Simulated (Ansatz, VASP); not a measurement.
## One calculation of WS3, two programs

```
CELL_PARAMETERS angstrom
4.64017 0.00000 0.00000
0.00000 4.64017 0.00000
0.00000 0.00000 4.64017
ATOMIC_POSITIONS crystal
W 0.00000 0.00000 0.00000
S 0.00000 0.00000 0.50000
S 0.00000 0.50000 0.00000
S 0.50000 0.00000 0.00000
```

Alike in both runs: functional PBEsol; k mesh 10 × 10 × 10; occupations fermi-dirac, width 0.15 eV; no spin polarisation.

Ansatz relaxed the structure, and its values are those at the end. VASP's run is a single point on that final structure, the one shown.

|  | VASP | Ansatz |
| --- | --- | --- |
| version | VASP 6.6.1 | Ansatz 0.2.0 |
| potentials or method | VASP PAW PBE potentials, release 64 (W_sv, S), cutoff 520 eV | scalar-relativistic, plane waves, PAW |
| valence electrons in the cell | 32 | 32 |

|  | VASP | Ansatz | Ansatz less VASP |
| --- | --- | --- | --- |
| gap on the k mesh at the Fermi level (eV) | none | none | - |
| pressure (GPa) | 0.0 | 0.0 | -0.04 |

VASP's potentials were made for PBE, not for PBEsol. A gap of «none» marks a metal or a gap that the smearing closes. With one functional, cell and mesh, what is left measures potentials, basis and numerics.

Spin-orbit coupling is off throughout.
